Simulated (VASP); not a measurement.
# Si (P6_3/mmc) in VASP: settings compared, part 3 of 3

VASP 6.6.1. Earlier steps stand in the parts before.

### Step 5. Single point, PBE (biaxial strain in the a-b plane: +4.5 %)

Input file INCAR:

```
PREC = Accurate
ENCUT = 520
EDIFF = 1E-7
ISMEAR = 0
SIGMA = 0.02
LREAL = F
LASPH = T
NELM = 80
ALGO = Normal
ISIF = 2
LWAVE = F
LCHARG = F
GGA = PE
NBANDS = 16
```

Input file KPOINTS:

```
Automatic mesh
0
Gamma
  12 12 6
```

Input file POSCAR:

```
Si
1.0
    4.0245882543      0.0000000000      0.0000000000
   -2.0122941272      3.4853956680      0.0000000000
    0.0000000000      0.0000000000      6.1931671123
Si
4
Direct
    0.3333333333      0.6666666667      0.0606629648
    0.6666666667      0.3333333333      0.5606629648
    0.3333333333      0.6666666667      0.4393370352
    0.6666666667      0.3333333333      0.9393370352
```

Potentials or basis: VASP PAW PBE potentials, release 64 (Si).

Started as:

```bash
> cat potpaw_PBE.64/Si/POTCAR > POTCAR
> mpirun -np 1 vasp_std > vasp.out
```

OUTCAR:

```text
PREC = Accurate
   ENCUT = 520
   EDIFF = 1E-7
   ISMEAR = 0
   LREAL = F
   LASPH = T
   NELM = 80
   ISIF = 2
   GGA = PE

 ion  position               nearest neighbor table
   1  0.333  0.667  0.061-   3 2.35   4 2.44   4 2.44   4 2.44
   2  0.667  0.333  0.561-   4 2.35   3 2.44   3 2.44   3 2.44
   3  0.333  0.667  0.439-   1 2.35   2 2.44   2 2.44   2 2.44
   4  0.667  0.333  0.939-   2 2.35   1 2.44   1 2.44   1 2.44

  LATTYP: Found a hexagonal cell.
 ALAT       =     4.0245882543
 C/A-ratio  =     1.5388324770

  Lattice vectors:

 A1 = (   4.0245882543,   0.0000000000,   0.0000000000)
 A2 = (  -2.0122941272,   3.4853956680,   0.0000000000)
 A3 = (   0.0000000000,   0.0000000000,   6.1931671123)

Analysis of symmetry for initial positions (statically):
=====================================================================
 Subroutine PRICEL returns:
 Original cell was already a primitive cell.

 Routine SETGRP: Setting up the symmetry group for a
 hexagonal supercell.

 Subroutine GETGRP returns: Found 24 space group operations
 (whereof 12 operations were pure point group operations)
 out of a pool of 24 trial point group operations.

The static configuration has the point symmetry D_3d.
 The point group associated with its full space group is D_6h.

Analysis of symmetry for dynamics (positions and initial velocities):
=====================================================================
 Subroutine PRICEL returns:
 Original cell was already a primitive cell.

 Routine SETGRP: Setting up the symmetry group for a
 hexagonal supercell.

 Subroutine GETGRP returns: Found 24 space group operations
 (whereof 12 operations were pure point group operations)
 out of a pool of 24 trial point group operations.

The dynamic configuration has the point symmetry D_3d.
 The point group associated with its full space group is D_6h.

 Subroutine INISYM returns: Found 24 space group operations
 (whereof 12 operations are pure point group operations),
 and found     1 'primitive' translations

----------------------------------------------------------------------------------------

                                     Primitive cell

  volume of cell :      86.8733

  direct lattice vectors                    reciprocal lattice vectors
     4.024588254  0.000000000  0.000000000     0.248472623  0.143455736  0.000000000
    -2.012294127  3.485395668  0.000000000     0.000000000  0.286911472  0.000000000
     0.000000000  0.000000000  6.193167112     0.000000000  0.000000000  0.161468273

  length of vectors
     4.024588254  4.024588254  6.193167112     0.286911472  0.286911472  0.161468273

  position of ions in fractional coordinates (direct lattice)
     0.333333333  0.666666667  0.060662965
     0.666666667  0.333333333  0.560662965
     0.333333333  0.666666667  0.439337035
     0.666666667  0.333333333  0.939337035

  ion indices of the primitive-cell ions
   primitive index   ion index
                 1           1
                 2           2
                 3           3
                 4           4

----------------------------------------------------------------------------------------

 KPOINTS: Automatic mesh

Automatic generation of k-mesh.
 Grid dimensions read from file:
 generate k-points for:   12   12    6

 Generating k-lattice:

  Cartesian coordinates                     Fractional coordinates (reciprocal lattice)
     0.020706052  0.011954645  0.000000000     0.083333333 -0.000000000  0.000000000
     0.000000000  0.023909289  0.000000000     0.000000000  0.083333333  0.000000000
     0.000000000  0.000000000  0.026911379     0.000000000  0.000000000  0.166666667

  Length of vectors
     0.023909289  0.023909289  0.026911379

  Shift w.r.t. Gamma in fractional coordinates (k-lattice)
     0.000000000  0.000000000  0.000000000

 Subroutine IBZKPT returns following result:
 ===========================================

 Found     76 irreducible k-points:

 Following reciprocal coordinates:
            Coordinates               Weight
  0.000000  0.000000  0.000000      1.000000
  0.083333 -0.000000  0.000000      6.000000
  0.166667  0.000000  0.000000      6.000000
  0.250000  0.000000  0.000000      6.000000
  0.333333  0.000000  0.000000      6.000000
  0.416667  0.000000  0.000000      6.000000
[... 16 lines left out ...]
  0.250000  0.000000  0.166667     12.000000
  0.333333  0.000000  0.166667     12.000000
 [... further k-points ...]
   k-points           NKPTS =     76   k-points in BZ     NKDIM =     76   number of bands    NBANDS=     16
   number of dos      NEDOS =    301   number of ions     NIONS =      4
   total plane-waves  NPLWV =  43200
   dimension x,y,z NGX =    30 NGY =   30 NGZ =   48
   dimension x,y,z NGXF=    60 NGYF=   60 NGZF=   96
   ions per type =               4
   NGX,Y,Z   is equivalent  to a cutoff of  12.39, 12.39, 12.88 a.u.
   NGXF,Y,Z  is equivalent  to a cutoff of  24.78, 24.78, 25.77 a.u.
 SYSTEM =  unknown system
   PREC   = accura    normal or accurate (medium, high low for compatibility)
   ISTART =      0    job   : 0-new  1-cont  2-samecut
   ICHARG =      2    charge: 1-file 2-atom 10-const
   ISPIN  =      1    spin polarized calculation?
   LNONCOLLINEAR =      F non collinear calculations
   LSORBIT =      F    spin-orbit coupling
   LASPH  =      T    aspherical Exc in radial PAW
   ENCUT  =  520.0 eV  38.22 Ry    6.18 a.u.   7.48  7.48 11.52*2*pi/ulx,y,z
   NELM   =     80;   NELMIN=  2; NELMDL= -5     # of ELM steps
   EDIFF  = 0.1E-06   stopping-criterion for ELM
   LREAL  =      F    real-space projection
   EDIFFG = 0.1E-05   stopping-criterion for IOM
   NSW    =      0    number of steps for IOM
   IBRION =     -1    ionic relax: 0-MD 1-quasi-New 2-CG
   NFREE  =      0    steps in history (QN), initial steepest desc. (CG)
   ISIF   =      2    stress and relaxation
   ISYM   =      2    0-nonsym 1-usesym 2-fastsym
   POTIM  = 0.5000    time-step for ionic-motion
   TEBEG  =    0.0;   TEEND  =   0.0 temperature during run
   PSTRESS=    0.0 pullay stress
   NELECT =      16.0000    total number of electrons
   NUPDOWN=      -1.0000    fix difference up-down
   EMIN   =  10.00;   EMAX   =-10.00  energy-range for DOS
   EFERMI =   0.00;   METHOD = LEGACY
   ISMEAR =     0;   SIGMA  =   0.02  broadening in eV -4-tet -1-fermi 0-gaus
   EFERMI_NEDOS =   21; number of points for ismear=-14 and -15
   IALGO  =     38    algorithm
   IMIX   =      4    mixing-type and parameters
     AMIX     =   0.40;   BMIX     =  1.00
     AMIX_MAG =   1.60;   BMIX_MAG =  1.00
  volume/ion in A,a.u.               =      21.72       146.56
  Fermi-wavevector in a.u.,A,eV,Ry     =   0.931435  1.760158 11.804031  0.867572
  Thomas-Fermi vector in A             =   2.057928
   LORBIT       =      0    0 simple, 1 ext, 2 COOP (PROOUT), +10 PAW based schemes
   GGA     = PE    functional components
   LHFCALC =     F    Hartree Fock is set to
   AEXX    =    0.0000 exact exchange contribution
   IVDW    =     0    specifies the selected vdW correction
   LEPSILON=     F    determine dielectric tensor
   LRPA    =     F    only Hartree local field effects (RPA)
 non-spin polarized calculation
 Gauss-broadening in eV      SIGMA  =   0.02
  energy-cutoff  :      520.00
  volume of cell :       86.87
 maximum number of plane-waves:      2376
 NGX is ok and might be reduce to    30

 number of electron      15.9999999 magnetization

 Free energy of the ion-electron system (eV)
  ---------------------------------------------------
  ext. energy  EPLUGINS =         0.00000000
  ---------------------------------------------------
  free energy    TOTEN  =       -21.42607556 eV

  energy without entropy =      -21.42607507  energy(sigma->0) =      -21.42607531

 E-fermi :   5.2781     XC(G=0):  -9.0810

 val. band max:        5.2350141271   @ k =   0.0000   0.0000   0.0000
 cond. band min:       5.3181659158   @ k =   0.0000   0.0000   0.0000
 fundamental gap:      0.0831517887
 Fermi energy:         5.2781087246

 k-point     1 :       0.0000    0.0000    0.0000
  band No.  band energies     occupation
      1      -6.4085      2.00000
      2      -3.8740      2.00000
      3      -1.6078      2.00000
      4       3.4916      2.00000
      5       3.4916      2.00000
      6       5.1116      2.00000
[... 8 lines left out ...]
     15       9.3712      0.00000
     16      10.9385      0.00000
[... 420 lines left out ...]
  band No.  band energies     occupation
      1      -5.2380      2.00000
      2      -3.2423      2.00000
      3      -1.6678      2.00000
      4       0.7550      2.00000
      5       1.0519      2.00000
      6       2.4979      2.00000
[... 8 lines left out ...]
     15      11.8338      0.00000
     16      11.9163      0.00000

 [... further k-points ...]
[... 5 lines left out ...]
  --------------------------------------------------------------------------------------
  -------------------------------------------------------------------------------------
  Total       -4.6137308     -4.6137308      2.1410485      0.0000000      0.0000000      0.0000000
  in kB      -85.0896014    -85.0896014     39.4866916      0.0000000      0.0000000      0.0000000
  external PRESSURE =     -43.5641704 kB  Pullay stress =       0.0000000 kB

 VOLUME and BASIS-vectors are now :
 -----------------------------------------------------------------------------
  energy-cutoff  :      520.00
  volume of cell :       86.87
      direct lattice vectors                 reciprocal lattice vectors
     4.024588254  0.000000000  0.000000000     0.248472623  0.143455736  0.000000000
    -2.012294127  3.485395668  0.000000000     0.000000000  0.286911472  0.000000000
     0.000000000  0.000000000  6.193167112     0.000000000  0.000000000  0.161468273

 POSITION                                       TOTAL-FORCE (eV/Angst)
 -----------------------------------------------------------------------------------
     -0.00000      2.32360      0.37570         0.000000      0.000000     -0.321060
      2.01229      1.16180      3.47228        -0.000000      0.000000     -0.321060
     -0.00000      2.32360      2.72089        -0.000000     -0.000000      0.321060
      2.01229      1.16180      5.81747        -0.000000      0.000000      0.321060
 -----------------------------------------------------------------------------------
    total drift:                               -0.000000      0.000000     -0.000000

  FREE ENERGIE OF THE ION-ELECTRON SYSTEM (eV)
  ---------------------------------------------------
  free  energy   TOTEN  =       -21.4260755557 eV

  energy  without entropy=      -21.4260750677  energy(sigma->0) =      -21.42607531
```

OSZICAR:

```text
N       E                     dE             d eps       ncg     rms          rms(c)
DAV:   1     0.255053316190E+02    0.25505E+02   -0.57909E+03  2432   0.807E+02
DAV:   2    -0.198749893060E+02   -0.45380E+02   -0.41235E+02  3288   0.119E+02
DAV:   3    -0.217051467318E+02   -0.18302E+01   -0.18150E+01  3320   0.225E+01
DAV:   4    -0.217274146955E+02   -0.22268E-01   -0.22262E-01  3040   0.319E+00
DAV:   5    -0.217278480385E+02   -0.43334E-03   -0.43330E-03  3360   0.421E-01    0.623E+00
DAV:   6    -0.215208360128E+02    0.20701E+00   -0.86840E-02  2872   0.141E+00    0.377E+00
DAV:   7    -0.214225869396E+02    0.98249E-01   -0.19016E-01  2984   0.215E+00    0.229E-01
DAV:   8    -0.214253470319E+02   -0.27601E-02   -0.16103E-02  2864   0.682E-01    0.145E-01
DAV:   9    -0.214258243862E+02   -0.47735E-03   -0.75960E-04  3312   0.157E-01    0.980E-02
DAV:  10    -0.214260553851E+02   -0.23100E-03   -0.33153E-04  2880   0.885E-02    0.262E-02
DAV:  11    -0.214260693944E+02   -0.14009E-04   -0.22608E-05  3360   0.248E-02    0.199E-02
DAV:  12    -0.214260754420E+02   -0.60476E-05   -0.71578E-06  2800   0.142E-02    0.894E-03
DAV:  13    -0.214260755625E+02   -0.12045E-06   -0.95567E-07  3328   0.500E-03    0.134E-03
DAV:  14    -0.214260755557E+02    0.68170E-08   -0.49072E-08  2336   0.132E-03
   1 F= -.21426076E+02 E0= -.21426075E+02  d E =-.488015E-06
```

Wall time 64 s (1 thread of Intel Xeon Platinum 8559C (Emerald Rapids), shared host); peak memory 0.23 GiB.

Results:

```yaml
Free_energy: -21.4261 eV
Pressure: -4.4 GPa
Largest_force: 0.321 eV/Å
Band_gap_on_the_k_mesh: 0.08 eV
```

Forces in eV/Å, atoms in the order of the input:
```
Si   0.000  0.000 -0.321
Si   0.000  0.000 -0.321
Si   0.000  0.000  0.321
Si   0.000  0.000  0.321
```

Stress tensor (GPa, compression positive):
```
-8.51  0.00  0.00
 0.00 -8.51  0.00
 0.00  0.00  3.95
```

Levels at points of the mesh, in eV from the valence-band top:
```
           k point  band 5  band 6  band 7  band 8  band 9  band 10  band 11  band 12
(0.00, 0.00, 0.00)   -1.74   -0.12    0.00    0.00    0.08     1.73     1.73     2.38
(0.50, 0.00, 0.00)   -4.34   -3.06   -2.73   -1.22    0.27     2.32     3.00     3.36
(0.00, 0.00, 0.50)   -1.09   -1.09   -1.09   -1.09    1.06     1.06     2.81     2.81
(0.50, 0.00, 0.50)   -2.36   -2.36   -2.01   -2.01    0.95     0.95     2.07     2.07
```

Caveat: the cell differs from its parent crystal (biaxial strain in the a-b plane: +4.5 %); the stress differs along the axes, from -9 to 4 GPa. A k mesh can miss the band edges.

### Step 6. Single point, PBE

This run uses another cell than the first one: it holds 4 atoms, not 72.

Input file INCAR:

```
SYSTEM = Si
  ALGO = Normal
  EDIFF = 1E-7
  ENCUT = 520
  GGA = PE
  ISIF = 2
  ISMEAR = 0
  LASPH = .TRUE.
  LCHARG = .TRUE.
  LELF = .TRUE.
  LREAL = .FALSE.
  LVHAR = .TRUE.
  LWAVE = .FALSE.
  NBANDS = 16
  NELM = 80
  PREC = Accurate
  SIGMA = 0.02
```

Input file KPOINTS:

```
k-points
0
G
  12 12 6
  0 0 0
```

POSCAR is that of step 5.

Potentials or basis: VASP PAW PBE potentials, release 64 (Si).

Started as:

```bash
> cat potpaw_PBE.64/Si/POTCAR > POTCAR
> mpirun -np 1 vasp_std > vasp.out
```

OUTCAR:

```text
SYSTEM = Si
   EDIFF = 1E-7
   ENCUT = 520
   GGA = PE
   ISIF = 2
   ISMEAR = 0
   LASPH = .TRUE.
   LREAL = .FALSE.
   NELM = 80
   PREC = Accurate

 ion  position               nearest neighbor table
   1  0.333  0.667  0.061-   3 2.35   4 2.44   4 2.44   4 2.44
   2  0.667  0.333  0.561-   4 2.35   3 2.44   3 2.44   3 2.44
   3  0.333  0.667  0.439-   1 2.35   2 2.44   2 2.44   2 2.44
   4  0.667  0.333  0.939-   2 2.35   1 2.44   1 2.44   1 2.44

  LATTYP: Found a hexagonal cell.
[... 650 lines left out ...]
     15      11.8338      0.00000
     16      11.9163      0.00000

 [... further k-points ...]
[... 5 lines left out ...]
  --------------------------------------------------------------------------------------
  -------------------------------------------------------------------------------------
  Total       -4.6137308     -4.6137308      2.1410485      0.0000000      0.0000000      0.0000000
  in kB      -85.0896014    -85.0896014     39.4866916      0.0000000      0.0000000      0.0000000
  external PRESSURE =     -43.5641704 kB  Pullay stress =       0.0000000 kB

 VOLUME and BASIS-vectors are now :
 -----------------------------------------------------------------------------
  energy-cutoff  :      520.00
  volume of cell :       86.87
      direct lattice vectors                 reciprocal lattice vectors
     4.024588254  0.000000000  0.000000000     0.248472623  0.143455736  0.000000000
    -2.012294127  3.485395668  0.000000000     0.000000000  0.286911472  0.000000000
     0.000000000  0.000000000  6.193167112     0.000000000  0.000000000  0.161468273

 POSITION                                       TOTAL-FORCE (eV/Angst)
 -----------------------------------------------------------------------------------
     -0.00000      2.32360      0.37570         0.000000      0.000000     -0.321060
      2.01229      1.16180      3.47228        -0.000000      0.000000     -0.321060
     -0.00000      2.32360      2.72089        -0.000000     -0.000000      0.321060
      2.01229      1.16180      5.81747        -0.000000      0.000000      0.321060
 -----------------------------------------------------------------------------------
    total drift:                               -0.000000      0.000000     -0.000000

  FREE ENERGIE OF THE ION-ELECTRON SYSTEM (eV)
  ---------------------------------------------------
  free  energy   TOTEN  =       -21.4260755557 eV

  energy  without entropy=      -21.4260750677  energy(sigma->0) =      -21.42607531
```

Wall time 66 s (1 thread of Intel Xeon Platinum 8559C (Emerald Rapids), shared host); peak memory 0.23 GiB.

What came out:

| Item | Value |
| --- | --- |
| Free energy | -21.4261 eV |
| Pressure | -4.4 GPa |
| Largest force | 0.321 eV/Å |
| Band gap on the k mesh | 0.08 eV |

Forces in eV/Å, atoms in the order of the input:
```
Si   0.000  0.000 -0.321
Si   0.000  0.000 -0.321
Si   0.000  0.000  0.321
Si   0.000  0.000  0.321
```

Caveat: the stress differs along the axes, from -9 to 4 GPa.

### Step 7. Summary

```tsv
level	cell	k mesh	gap on the mesh (eV)	pressure (GPa)	largest force (eV/Å)
PBE	a = 11.554, b = 11.554, c = 12.730 Å, angles 90.0, 90.0, 120.0°, 72 atoms, atomic positions A	1 × 1 × 1	0.74	1.0	0.10
PBE	a = 3.967, b = 3.967, c = 6.311 Å, angles 90.0, 90.0, 120.0°, 4 atoms, atomic positions B	12 × 12 × 6	0.42	-4.0	-
RPBE	a = 3.967, b = 3.967, c = 6.311 Å, angles 90.0, 90.0, 120.0°, 4 atoms, atomic positions B	12 × 12 × 6	0.49	-2.7	-
PBE	a = 4.025, b = 4.025, c = 6.193 Å, angles 90.0, 90.0, 120.0°, 4 atoms, atomic positions B	12 × 12 × 6	0.08	-4.4	0.32
```

Alike in all rows: task single point; potentials or basis VASP PAW PBE potentials, release 64 (Si); no spin polarisation; cutoff (eV) 520; smearing gaussian 0.02 eV.

Caveats: some runs use coarse meshes; the stress differs along the axes, from -6 to -0 GPa (at least some runs); the stress differs along the axes, from -5 to 1 GPa (at least some runs); the PAW data sets were made with another functional, which shifts forces and pressure a little (at least some runs); the stress differs along the axes, from -9 to 4 GPa (at least some runs).

Absolute energies hang on the potentials; compare differences alone.
